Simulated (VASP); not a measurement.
# Zr2N (P4_2/mnm) in VASP: notebook

The runs below take Zr2N through single point, with PBEsol.

Everything below comes from runs of VASP 6.6.1. Logs are shortened: lines on timing, memory, paths and dates and some standing lists are left out, and cuts for length are marked.

### Step 1. The cell of the first run

It takes space group P4_2/mnm (No. 136, tetragonal). The conventional cell has a = 5.413 Å, b = 5.413 Å, c = 3.308 Å, α = 90.00°, β = 90.00°, γ = 90.00°. Zr (site symmetry m2m) has 3 N at 2.27 Å within 3.0 Å. N (site symmetry mmm) has 6 Zr at 2.27 Å within 3.0 Å.

### Step 2. Single point, PBEsol

The input, INCAR:

```
PREC     = Accurate       # precision mode
ENCUT    = 520            # plane-wave cutoff, eV
EDIFF    = 1E-6           # SCF threshold, eV
ISMEAR   = 0              # smearing method
SIGMA    = 0.1            # smearing width, eV
LREAL    = F              # projectors in reciprocal space
LASPH    = T              # aspherical terms in the spheres
NELM     = 100            # most SCF steps
ALGO     = Normal         # electronic algorithm
ISIF     = 2              # what is computed and relaxed
LWAVE    = F              # write WAVECAR
LCHARG   = F              # write CHGCAR
GGA      = PS             # functional
NBANDS   = 38             # bands
```

The input, KPOINTS:

```
regular mesh
0
Gamma
  6 6 10
```

The input, POSCAR:

```
Zr2N
1.0
    5.4130027300      0.0000000000      0.0000000000
    0.0000000000      5.4130027300      0.0000000000
    0.0000000000      0.0000000000      3.3077891900
Zr N
4 2
Direct
    0.2961254600      0.2961254600      0.0000000000
    0.7038745400      0.7038745400      0.0000000000
    0.7961254600      0.2038745400      0.5000000000
    0.2038745400      0.7961254600      0.5000000000
    0.0000000000      0.0000000000      0.0000000000
    0.5000000000      0.5000000000      0.5000000000
```

Potentials or basis: VASP PAW PBE potentials, release 64 (Zr_sv, N).

On the command line:

```console
$ cat potpaw_PBE.64/Zr_sv/POTCAR potpaw_PBE.64/N/POTCAR > POTCAR
$ mpirun -np 1 vasp_std > vasp.out
```

OUTCAR:

```text
PREC = Accurate
   ENCUT = 520
   EDIFF = 1E-6
   ISMEAR = 0
   LREAL = F
   LASPH = T
   NELM = 100
   ISIF = 2
   GGA = PS

 ion  position               nearest neighbor table
   1  0.296  0.296  0.000-   5 2.27   6 2.27   6 2.27   2 3.12   4 3.21   3 3.21   4 3.21   3 3.21
                             4 3.21   4 3.21   3 3.21   3 3.21   2 3.89   2 3.89
   2  0.704  0.704  0.000-   5 2.27   6 2.27   6 2.27   1 3.12   4 3.21   3 3.21   4 3.21   3 3.21
                             3 3.21   3 3.21   4 3.21   4 3.21   1 3.89   1 3.89
   3  0.796  0.204  0.500-   6 2.27   5 2.27   5 2.27   4 3.12   1 3.21   1 3.21   2 3.21   2 3.21
                             2 3.21   2 3.21   1 3.21   1 3.21   4 3.89   4 3.89
   4  0.204  0.796  0.500-   6 2.27   5 2.27   5 2.27   3 3.12   1 3.21   1 3.21   2 3.21   2 3.21
                             1 3.21   1 3.21   2 3.21   2 3.21   3 3.89   3 3.89
   5  0.000  0.000  0.000-   1 2.27   2 2.27   3 2.27   4 2.27   3 2.27   4 2.27
   6  0.500  0.500  0.500-   3 2.27   4 2.27   1 2.27   2 2.27   1 2.27   2 2.27

  LATTYP: Found a simple tetragonal cell.
 ALAT       =     5.4130027300
 C/A-ratio  =     0.6110821211

  Lattice vectors:

 A1 = (   5.4130027300,   0.0000000000,   0.0000000000)
 A2 = (   0.0000000000,   5.4130027300,   0.0000000000)
 A3 = (   0.0000000000,   0.0000000000,   3.3077891900)

Analysis of symmetry for initial positions (statically):
=====================================================================
 Subroutine PRICEL returns:
 Original cell was already a primitive cell.

 Routine SETGRP: Setting up the symmetry group for a
 simple tetragonal supercell.

 Subroutine GETGRP returns: Found 16 space group operations
 (whereof  8 operations were pure point group operations)
 out of a pool of 16 trial point group operations.

The static configuration has the point symmetry D_2h.
 The point group associated with its full space group is D_4h.

Analysis of symmetry for dynamics (positions and initial velocities):
=====================================================================
 Subroutine PRICEL returns:
 Original cell was already a primitive cell.

 Routine SETGRP: Setting up the symmetry group for a
 simple tetragonal supercell.

 Subroutine GETGRP returns: Found 16 space group operations
 (whereof  8 operations were pure point group operations)
 out of a pool of 16 trial point group operations.

The dynamic configuration has the point symmetry D_2h.
 The point group associated with its full space group is D_4h.

 Subroutine INISYM returns: Found 16 space group operations
 (whereof  8 operations are pure point group operations),
 and found     1 'primitive' translations

----------------------------------------------------------------------------------------

                                     Primitive cell

  volume of cell :      96.9202

  direct lattice vectors                    reciprocal lattice vectors
     5.413002730  0.000000000  0.000000000     0.184740347  0.000000000  0.000000000
     0.000000000  5.413002730  0.000000000     0.000000000  0.184740347  0.000000000
     0.000000000  0.000000000  3.307789190     0.000000000  0.000000000  0.302316727

  length of vectors
     5.413002730  5.413002730  3.307789190     0.184740347  0.184740347  0.302316727

  position of ions in fractional coordinates (direct lattice)
     0.296125460  0.296125460  0.000000000
     0.703874540  0.703874540  0.000000000
     0.796125460  0.203874540  0.500000000
     0.203874540  0.796125460  0.500000000
     0.000000000  0.000000000  0.000000000
     0.500000000  0.500000000  0.500000000

  ion indices of the primitive-cell ions
   primitive index   ion index
                 1           1
                 2           2
                 3           3
                 4           4
                 5           5
                 6           6

----------------------------------------------------------------------------------------

 KPOINTS: regular mesh

Automatic generation of k-mesh.
 Grid dimensions read from file:
 generate k-points for:    6    6   10

 Generating k-lattice:

  Cartesian coordinates                     Fractional coordinates (reciprocal lattice)
     0.030790058  0.000000000  0.000000000     0.166666667  0.000000000  0.000000000
     0.000000000  0.030790058  0.000000000     0.000000000  0.166666667  0.000000000
     0.000000000  0.000000000  0.030231673     0.000000000  0.000000000  0.100000000

  Length of vectors
     0.030790058  0.030790058  0.030231673

  Shift w.r.t. Gamma in fractional coordinates (k-lattice)
     0.000000000  0.000000000  0.000000000

 Subroutine IBZKPT returns following result:
 ===========================================

 Found     60 irreducible k-points:

 Following reciprocal coordinates:
            Coordinates               Weight
  0.000000  0.000000  0.000000      1.000000
  0.166667  0.000000  0.000000      4.000000
  0.333333  0.000000  0.000000      4.000000
  0.500000  0.000000  0.000000      2.000000
  0.166667  0.166667  0.000000      4.000000
  0.333333  0.166667  0.000000      8.000000
[... 16 lines left out ...]
  0.333333  0.000000  0.200000      8.000000
  0.500000  0.000000  0.200000      4.000000
 [... further k-points ...]
   k-points           NKPTS =     60   k-points in BZ     NKDIM =     60   number of bands    NBANDS=     38
   number of dos      NEDOS =    301   number of ions     NIONS =      6
   total plane-waves  NPLWV =  44800
   dimension x,y,z NGX =    40 NGY =   40 NGZ =   28
   dimension x,y,z NGXF=    80 NGYF=   80 NGZF=   56
   ions per type =               4   2
   NGX,Y,Z   is equivalent  to a cutoff of  12.28, 12.28, 14.07 a.u.
   NGXF,Y,Z  is equivalent  to a cutoff of  24.57, 24.57, 28.14 a.u.
 SYSTEM =  unknown system
   PREC   = accura    normal or accurate (medium, high low for compatibility)
   ISTART =      0    job   : 0-new  1-cont  2-samecut
   ICHARG =      2    charge: 1-file 2-atom 10-const
   ISPIN  =      1    spin polarized calculation?
   LNONCOLLINEAR =      F non collinear calculations
   LSORBIT =      F    spin-orbit coupling
   LASPH  =      T    aspherical Exc in radial PAW
   ENCUT  =  520.0 eV  38.22 Ry    6.18 a.u.  10.06 10.06  6.15*2*pi/ulx,y,z
   NELM   =    100;   NELMIN=  2; NELMDL= -5     # of ELM steps
   EDIFF  = 0.1E-05   stopping-criterion for ELM
   LREAL  =      F    real-space projection
   EDIFFG = 0.1E-04   stopping-criterion for IOM
   NSW    =      0    number of steps for IOM
   IBRION =     -1    ionic relax: 0-MD 1-quasi-New 2-CG
   NFREE  =      0    steps in history (QN), initial steepest desc. (CG)
   ISIF   =      2    stress and relaxation
   ISYM   =      2    0-nonsym 1-usesym 2-fastsym
   POTIM  = 0.5000    time-step for ionic-motion
   TEBEG  =    0.0;   TEEND  =   0.0 temperature during run
   PSTRESS=    0.0 pullay stress
   NELECT =      58.0000    total number of electrons
   NUPDOWN=      -1.0000    fix difference up-down
   EMIN   =  10.00;   EMAX   =-10.00  energy-range for DOS
   EFERMI =   0.00;   METHOD = LEGACY
   ISMEAR =     0;   SIGMA  =   0.10  broadening in eV -4-tet -1-fermi 0-gaus
   EFERMI_NEDOS =   21; number of points for ismear=-14 and -15
   IALGO  =     38    algorithm
   IMIX   =      4    mixing-type and parameters
     AMIX     =   0.40;   BMIX     =  1.00
     AMIX_MAG =   1.60;   BMIX_MAG =  1.00
  volume/ion in A,a.u.               =      16.15       109.01
  Fermi-wavevector in a.u.,A,eV,Ry     =   1.379577  2.607023 25.895066  1.903234
  Thomas-Fermi vector in A             =   2.504534
   LORBIT       =      0    0 simple, 1 ext, 2 COOP (PROOUT), +10 PAW based schemes
   GGA     = PS    functional components
   LHFCALC =     F    Hartree Fock is set to
   AEXX    =    0.0000 exact exchange contribution
   IVDW    =     0    specifies the selected vdW correction
   LEPSILON=     F    determine dielectric tensor
   LRPA    =     F    only Hartree local field effects (RPA)
 non-spin polarized calculation
 Gauss-broadening in eV      SIGMA  =   0.10
  energy-cutoff  :      520.00
  volume of cell :       96.92
 maximum number of plane-waves:      2636
   NGX = 21   NGY = 21   NGZ = 13

 number of electron      58.0000001 magnetization

 Free energy of the ion-electron system (eV)
  ---------------------------------------------------
  ext. energy  EPLUGINS =         0.00000000
  ---------------------------------------------------
  free energy    TOTEN  =       -61.78451890 eV

  energy without entropy =      -61.77269309  energy(sigma->0) =      -61.77860599

 E-fermi :   9.5641     XC(G=0): -11.8318

 val. band max:        9.5193809101   @ k =   0.1667   0.0000   0.2000
 cond. band min:       9.5779242505   @ k =   0.3333   0.3333   0.2000
 fundamental gap:      0.0585433405
 Fermi energy:         9.5640740483

 k-point     1 :       0.0000    0.0000    0.0000
  band No.  band energies     occupation
      1     -39.0477      2.00000
      2     -38.9076      2.00000
      3     -38.9076      2.00000
      4     -38.8497      2.00000
      5     -17.9774      2.00000
      6     -17.3903      2.00000
[... 30 lines left out ...]
     37      12.4241      0.00000
     38      12.4241      0.00000

 k-point     2 :       0.1667    0.0000    0.0000
  band No.  band energies     occupation
      1     -39.0391      2.00000
      2     -38.9185      2.00000
      3     -38.9031      2.00000
      4     -38.8522      2.00000
      5     -17.9313      2.00000
      6     -17.3735      2.00000
[... 30 lines left out ...]
     37      12.4092      0.00000
     38      12.8314      0.00000

 k-point     3 :       0.3333    0.0000    0.0000
  band No.  band energies     occupation
      1     -39.0152      2.00000
      2     -38.9462      2.00000
      3     -38.8910      2.00000
      4     -38.8610      2.00000
      5     -17.8089      2.00000
      6     -17.4885      2.00000
[... 30 lines left out ...]
     37      12.6072      0.00000
[... 781 lines left out ...]
 k-point    23 :       0.3333    0.0000    0.2000
  band No.  band energies     occupation
      1     -38.9891      2.00000
      2     -38.9301      2.00000
      3     -38.8833      2.00000
      4     -38.8620      2.00000
      5     -17.7188      2.00000
      6     -17.4145      2.00000
[... 30 lines left out ...]
     37      13.1330      0.00000
     38      13.8157      0.00000

 k-point    24 :       0.5000    0.0000    0.2000
  band No.  band energies     occupation
      1     -38.9605      2.00000
      2     -38.9605      2.00000
      3     -38.8718      2.00000
      4     -38.8718      2.00000
      5     -17.5680      2.00000
      6     -17.5680      2.00000
[... 30 lines left out ...]
     37      13.8130      0.00000
     38      13.8192      0.00000

 [... further k-points ...]
[... 5 lines left out ...]
  --------------------------------------------------------------------------------------
  -------------------------------------------------------------------------------------
  Total       -2.6429593     -2.6429593     -3.1177998      0.0000000      0.0000000      0.0000000
  in kB      -43.6904724    -43.6904724    -51.5400091      0.0000000      0.0000000      0.0000000
  external PRESSURE =     -46.3069847 kB  Pullay stress =       0.0000000 kB

 VOLUME and BASIS-vectors are now :
 -----------------------------------------------------------------------------
  energy-cutoff  :      520.00
  volume of cell :       96.92
      direct lattice vectors                 reciprocal lattice vectors
     5.413002730  0.000000000  0.000000000     0.184740347  0.000000000  0.000000000
     0.000000000  5.413002730  0.000000000     0.000000000  0.184740347  0.000000000
     0.000000000  0.000000000  3.307789190     0.000000000  0.000000000  0.302316727

 POSITION                                       TOTAL-FORCE (eV/Angst)
 -----------------------------------------------------------------------------------
      1.60293      1.60293      0.00000         0.029358      0.029358      0.000000
      3.81007      3.81007      0.00000        -0.029358     -0.029358     -0.000000
      4.30943      1.10357      1.65389         0.029358     -0.029358     -0.000000
      1.10357      4.30943      1.65389        -0.029358      0.029358      0.000000
      0.00000      0.00000      0.00000         0.000000      0.000000      0.000000
      2.70650      2.70650      1.65389         0.000000      0.000000      0.000000
 -----------------------------------------------------------------------------------
    total drift:                                0.000000     -0.000000     -0.000000

  FREE ENERGIE OF THE ION-ELECTRON SYSTEM (eV)
  ---------------------------------------------------
  free  energy   TOTEN  =       -61.7845188990 eV

  energy  without entropy=      -61.7726930909  energy(sigma->0) =      -61.77860599
```

It took 82 s on 1 thread of Intel Xeon 6975P-C (Granite Rapids), shared host; peak memory 0.3 GiB.

What came out:

```yaml
Free_energy: -61.7845 eV
Pressure: -4.6 GPa
Largest_force: 0.042 eV/Å
Band_gap_on_the_k_mesh: zero (bands 29 and 30 overlap by 2.51 eV)
```

Forces in eV/Å, atoms in the order of the input:
```
Zr   0.029  0.029  0.000
Zr  -0.029 -0.029  0.000
Zr   0.029 -0.029  0.000
Zr  -0.029  0.029  0.000
N    0.000  0.000  0.000
N    0.000  0.000  0.000
```

Stress tensor (GPa, compression positive):
```
-4.37  0.00  0.00
 0.00 -4.37  0.00
 0.00  0.00 -5.15
```

Levels at points of the mesh, in eV from the Fermi level:
| k point | band 26 | band 27 | band 28 | band 29 | band 30 | band 31 | band 32 | band 33 | band 34 | band 35 |
| --- | --- | --- | --- | --- | --- | --- | --- | --- | --- | --- |
| (0.00, 0.00, 0.00) | -1.95 | 0.31 | 0.56 | 0.72 | 1.01 | 1.01 | 1.26 | 1.35 | 1.35 | 2.26 |
| (0.50, 0.00, 0.00) | -1.97 | -0.96 | -0.96 | 1.40 | 1.40 | 1.46 | 1.46 | 1.71 | 1.71 | 3.06 |
| (0.50, 0.50, 0.00) | -1.44 | -1.09 | -1.09 | 0.91 | 0.91 | 1.31 | 1.31 | 1.58 | 1.58 | 1.89 |
| (0.00, 0.00, 0.50) | -1.14 | -1.13 | -1.13 | -1.11 | -1.11 | 1.91 | 1.91 | 3.04 | 3.04 | 3.66 |
| (0.50, 0.00, 0.50) | -1.77 | -0.88 | -0.88 | -0.75 | -0.75 | 1.49 | 1.49 | 3.31 | 3.31 | 3.66 |
| (0.50, 0.50, 0.50) | -1.49 | -0.89 | -0.89 | -0.29 | -0.29 | 1.14 | 1.14 | 2.62 | 2.62 | 3.79 |

Caveat: the cell stands under tension; the PAW data sets were made with another functional, which shifts forces and pressure a little.

### Step 3. Single point, PBEsol

The input, INCAR:

```
PREC = Accurate
ENCUT = 520
EDIFF = 1E-6
ISMEAR = 0
SIGMA = 0.5
LREAL = F
LASPH = T
NELM = 80
ALGO = Normal
ISIF = 2
LWAVE = F
LCHARG = T
GGA = PS
LELF = T
LVHAR = T
NBANDS = 38
```

The input, KPOINTS:

```
Automatic mesh
0
Gamma
  8 8 10
```

POSCAR is that of step 2.

Potentials or basis: VASP PAW PBE potentials, release 64 (Zr_sv, N).

On the command line:

```console
$ cat potpaw_PBE.64/Zr_sv/POTCAR potpaw_PBE.64/N/POTCAR > POTCAR
$ mpirun -np 1 vasp_std > vasp.out
```

It took 2 min on 1 thread of Intel Xeon 6975P-C (Granite Rapids), shared host; peak memory 0.36 GiB.

It converged, with:

```yaml
Free_energy: -61.9655 eV
Pressure: -4.5 GPa
Band_gap_on_the_k_mesh: zero (bands 29 and 30 overlap by 2.52 eV)
```

Forces in eV/Å, atoms in the order of the input:
```
Zr   0.002  0.002  0.000
Zr  -0.002 -0.002  0.000
Zr   0.002 -0.002  0.000
Zr  -0.002  0.002  0.000
N    0.000  0.000  0.000
N    0.000  0.000  0.000
```

Stress tensor (GPa, compression positive):
```
-4.30  0.00  0.00
 0.00 -4.30  0.00
 0.00  0.00 -4.95
```

Levels at points of the mesh, in eV from the Fermi level:
| k point | band 26 | band 27 | band 28 | band 29 | band 30 | band 31 | band 32 | band 33 | band 34 | band 35 |
| --- | --- | --- | --- | --- | --- | --- | --- | --- | --- | --- |
| (0.00, 0.00, 0.00) | -1.99 | 0.25 | 0.52 | 0.68 | 0.98 | 0.98 | 1.23 | 1.31 | 1.31 | 2.22 |
| (0.50, 0.00, 0.00) | -2.02 | -1.00 | -1.00 | 1.37 | 1.37 | 1.43 | 1.43 | 1.67 | 1.67 | 3.03 |
| (0.50, 0.50, 0.00) | -1.50 | -1.12 | -1.12 | 0.88 | 0.88 | 1.27 | 1.27 | 1.54 | 1.54 | 1.85 |
| (0.00, 0.00, 0.50) | -1.19 | -1.16 | -1.16 | -1.15 | -1.15 | 1.87 | 1.87 | 3.01 | 3.01 | 3.63 |
| (0.50, 0.00, 0.50) | -1.81 | -0.92 | -0.92 | -0.80 | -0.80 | 1.46 | 1.46 | 3.27 | 3.27 | 3.63 |
| (0.50, 0.50, 0.50) | -1.54 | -0.93 | -0.93 | -0.33 | -0.33 | 1.10 | 1.10 | 2.58 | 2.58 | 3.76 |

Caveat: the cell stands under tension; so wide a smearing shifts energies and pressures; the PAW data sets were made with another functional, which shifts forces and pressure a little.
